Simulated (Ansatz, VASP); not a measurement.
## Al: VASP beside Ansatz

File INCAR:

```
PREC = Accurate ; ENCUT = 520
EDIFF = 1E-7 ; ISMEAR = 0
SIGMA = 0.15 ; LREAL = False
LASPH = True ; NELM = 100
ALGO = Normal ; ISIF = 2
LWAVE = False ; LCHARG = False
GGA = PE ; IVDW = 12
NBANDS = 14
```

KPOINTS

```
regular mesh
0
Gamma
  18 18 6
```

POSCAR

```
Al
1.0
    2.7534293029      0.0000000000      0.0000000000
   -1.3767146514      2.3845397238      0.0000000000
    0.0000000000      0.0000000000      9.0403685224
Al
4
Direct
    0.0000000000      0.0000000000      0.0000000000
    0.3333333333      0.6666666667      0.2500000000
    0.0000000000      0.0000000000      0.5000000000
    0.6666666667      0.3333333333      0.7500000000
```

Input for Ansatz:

```yaml
crystal:
  lattice:
    - [2.7534293029, 0.0, 0.0]
    - [-1.3767146514, 2.3845397238, 0.0]
    - [0.0, 0.0, 9.0403685224]
  atoms:
    - { symbol: Al, position: [0.0, 0.0, 0.0] }
    - { symbol: Al, position: [0.3333333333, 0.6666666667, 0.25] }
    - { symbol: Al, position: [0.0, 0.0, 0.5] }
    - { symbol: Al, position: [0.6666666667, 0.3333333333, 0.75] }
basis:
  ecutwfc: 420
kpoints:
  mp_grid: { grid: [18, 18, 6] }
hamiltonian:
  xc: pbe
  dispersion: d3bj
scf:
  occupations: { method: gaussian, width: 0.15 }
output:
  forces: true
  stress: true
  eigenvalues: true
```

Alike in both runs: task single point; functional PBE; dispersion D3(BJ); k mesh 18 × 18 × 6; occupations gaussian, width 0.15 eV; no spin polarisation.

|  | VASP | Ansatz |
| --- | --- | --- |
| version | VASP 6.6.1 | Ansatz 0.2.0 |
| potentials or method | VASP PAW PBE potentials, release 64 (Al), cutoff 520 eV | scalar-relativistic, plane waves, PAW |
| valence electrons in the cell | 12 | 12 |

```csv
,VASP,Ansatz,Ansatz less VASP
gap on the k mesh at the Fermi level (eV),none,none,-
pressure (GPa),6.5,6.5,+0.03
"traceless stress, the component that is largest in VASP (GPa)",-0.09,-0.09,+0.001
```

A gap of «none» marks a metal or a gap that the smearing closes.
